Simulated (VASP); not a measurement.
## C: single point with PBE

The system is C, a slab with vacuum.

```xyz
2
Lattice="2.4565 0.0000 0.0000 -1.2283 2.1274 0.0000 0.0000 0.0000 13.0007" Properties=species:S:1:pos:R:3 pbc="T T T"
C     0.0000    1.4183    6.5003
C     1.2283    0.7091    6.5003
```

```
Program                : VASP 6.6.1
Task                   : single point
Functional             : PBE
Potentials or basis    : VASP PAW PBE potentials, release 64 (C)
Cutoff                 : 520 eV
k mesh                 : 30 × 30 × 1
Occupations            : gaussian, width 0.05 eV
Spin                   : no spin polarisation
Dipole correction      : no
Further INCAR settings : ALGO = Normal; EDIFF = 1e-06; NBANDS = 11; NELMDL = -8
```

```
Band gap on the k mesh : zero (filled and empty bands touch)
```

Levels at points of the mesh, in eV from the Fermi level:
| k point | band 2 | band 3 | band 4 | band 5 | band 6 | band 7 |
| --- | --- | --- | --- | --- | --- | --- |
| (0.00, 0.00, 0.00) | -7.70 | -3.04 | -3.04 | 3.19 | 4.23 | 4.96 |
| (0.50, 0.00, 0.00) | -13.31 | -6.45 | -2.38 | 1.68 | 7.48 | 11.12 |

It took 2.2 min on 1 thread of Intel Xeon 8259CL (shared host), peak memory 0.2 GiB.
